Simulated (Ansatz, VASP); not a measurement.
**SbMo: VASP beside Ansatz**

File INCAR:

```
  PREC = Accurate
  ENCUT = 520
  EDIFF = 1E-6
  ISMEAR = 0
  SIGMA = 0.05
  LREAL = False
  LASPH = True
  NELM = 60
  ALGO = Normal
  ISIF = 2
  LWAVE = False
  LCHARG = False
  NBANDS = 27
```

Contents of KPOINTS:

```
regular mesh
0
Gamma
  10 10 6
```

The input POSCAR:

```
SbMo
1.0
    4.3582954797      0.0000000000      0.0000000000
   -2.1791477398      3.7743946027      0.0000000000
    0.0000000000      0.0000000000      5.2527398165
Mo Sb
2 2
Direct
    0.0000000000      0.0000000000      0.0000000000
    0.0000000000      0.0000000000      0.5000000000
    0.3333333333      0.6666666667      0.2500000000
    0.6666666667      0.3333333333      0.7500000000
```

Input for Ansatz:

```yaml
crystal:
  lattice:
    - [4.3582954797, 0.0, 0.0]
    - [-2.1791477398, 3.7743946027, 0.0]
    - [0.0, 0.0, 5.2527398165]
  atoms:
    - { symbol: Mo, position: [0.0, 0.0, 0.0] }
    - { symbol: Mo, position: [0.0, 0.0, 0.5] }
    - { symbol: Sb, position: [0.3333333333, 0.6666666667, 0.25] }
    - { symbol: Sb, position: [0.6666666667, 0.3333333333, 0.75] }
basis:
  ecutwfc: 420
  ecutrho_ratio: 4
kpoints:
  mp_grid: { grid: [10, 10, 6] }
hamiltonian:
  xc: lda
scf:
  occupations: { method: gaussian, width: 0.05 }
output:
  forces: true
  stress: true
  eigenvalues: true
  populations: true
```

Alike in both runs: task single point; functional LDA; k mesh 10 × 10 × 6; occupations gaussian, width 0.05 eV; no spin polarisation.

```csv
,VASP,Ansatz
version,VASP 6.6.1,Ansatz 0.2.0
potentials or method,"VASP PAW LDA potentials, release 64 (Mo_sv, Sb), cutoff 520 eV","scalar-relativistic, plane waves, PAW"
valence electrons in the cell,38,58
```

VASP gave:

```
gap on the k mesh at the Fermi level (eV)                     : none
pressure (GPa)                                                : -6.9
traceless stress, the component that is largest in VASP (GPa) : -0.58
```

Problem. Which values does Ansatz return?

Solution. gap on the k mesh at the Fermi level (eV): none; pressure (GPa): -7.4; traceless stress, the component that is largest in VASP (GPa): -0.74.

LDA's correlation is that of Perdew and Zunger in VASP and of Perdew and Wang (1992) in Ansatz. A gap of «none» marks a metal or a gap that the smearing closes. VASP's potentials hold 38 valence electrons a cell and Ansatz's 58, so a difference there can come from the potentials and not from the codes.

Neither program's run includes spin-orbit coupling.
